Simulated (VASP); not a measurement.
Here is a VASP 6.6.1 calculation.

File INCAR:

```
ALGO = Normal
EDIFF = 1E-6
ENCUT = 500
GGA = CA
GGA_COMPAT = F
ISIF = 2
ISMEAR = 0
ISPIN = 2
LASPH = T
LCHARG = T
LDAU = T
LDAUJ = 0.7 0
LDAUL = 2 -1
LDAUPRINT = 1
LDAUTYPE = 1
LDAUU = 3 0
LELF = T
LMAXMIX = 4
LORBIT = 11
LREAL = F
LVHAR = T
LWAVE = F
MAGMOM = 1.53 -0.04 -0.04
NBANDS = 24
NELM = 200
NUPDOWN = 1.8
PREC = Accurate
SIGMA = 0.05
```

Contents of KPOINTS:

```
k-points
0
Gamma
  6 6 6
```

Contents of POSCAR:

```
MoS2
1.0
    0.0000000000      2.9959514200      2.9959514200
    2.9959514200      0.0000000000      2.9959514200
    2.9959514200      2.9959514200      0.0000000000
Mo S
1 2
Direct
    0.0000000000      0.0000000000      0.0000000000
    0.2500000000      0.2500000000      0.2500000000
    0.7500000000      0.7500000000      0.7500000000
```

Potentials or basis: VASP PAW LDA potentials, release 64 (Mo_sv, S).

Run with:

```sh
$ cat potpaw_LDA.64/Mo_sv/POTCAR potpaw_LDA.64/S/POTCAR > POTCAR
$ mpirun -np 1 vasp_std > vasp.out
```

**Question.** Estimate the pressure.

**Answer.** -8.0 GPa.

Eigenvalues of the final occupation matrices:
| site | spin | trace | eigenvalues |
| --- | --- | --- | --- |
| site 1 d | 1 | 2.65 | 0.36 0.36 0.36 0.79 0.79 |
| site 1 d | 2 | 1.11 | 0.09 0.09 0.31 0.31 0.31 |

Caveat: the cell stands under tension; the total moment is fixed, so each spin has its own Fermi level.
